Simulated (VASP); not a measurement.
Set up this calculation in VASP 6.6.1, as the native input.

```yaml
Task: relaxation of cell and atoms
Functional: LDA
Potentials_or_basis: VASP PAW LDA potentials, release 64 (Ti_sv, C)
Cutoff: 600 eV
k_mesh: 13 × 13 × 13
Occupations: fermi-dirac, width 0.1 eV
Spin: no spin polarisation
Dipole_correction: no
Further_INCAR_settings: ALGO = Normal; EDIFF = 1e-06; IBRION = 2; EDIFFG = -0.01; NSW = 80; ISIF = 3
```

The structure of TiC lies in POSCAR:

```
TiC
1.0
    0.0000000000      2.1593000000      2.1593000000
    2.1593000000      0.0000000000      2.1593000000
    2.1593000000      2.1593000000      0.0000000000
Ti C
1 1
Direct
    0.0000000000      0.0000000000      0.0000000000
    0.5000000000      0.5000000000      0.5000000000
```

One way to write it, as run:

INCAR

```
ALGO = Normal
EDIFF = 1E-6
EDIFFG = -0.01
ENCUT = 600
GGA = CA
IBRION = 2
ISIF = 3
ISMEAR = -1
LASPH = True
LCHARG = False
LREAL = False
LWAVE = False
NELM = 60
NSW = 80
PREC = Accurate
SIGMA = 0.1
```

KPOINTS

```
k-points
0
Gamma
  13 13 13
```

Potentials or basis: VASP PAW LDA potentials, release 64 (Ti_sv, C).

Command:

```console
$ cat potpaw_LDA.64/Ti_sv/POTCAR potpaw_LDA.64/C/POTCAR > POTCAR
$ mpirun -np 1 vasp_std > vasp.out
```

It gave:

* Relaxed volume: 9.69 Å³/atom
* Relaxed cell: a = 3.016 Å, b = 3.016 Å, c = 3.016 Å, α = 60.00°, β = 60.00°, γ = 60.00°
* Space group after relaxing (to 0.1 Å): Fm-3m (No. 225)
* Energy gained by relaxing: 12.1 meV/atom
* Ionic steps: 3
* Pressure after relaxing: -0.1 GPa
* Band gap on the k mesh: zero (bands 8 and 9 overlap by 1.05 eV)

Run time: 24 s on 1 thread of Intel(R) Xeon(R) 6975P-C (Granite Rapids), on a shared host, peak memory 0.15 GiB.
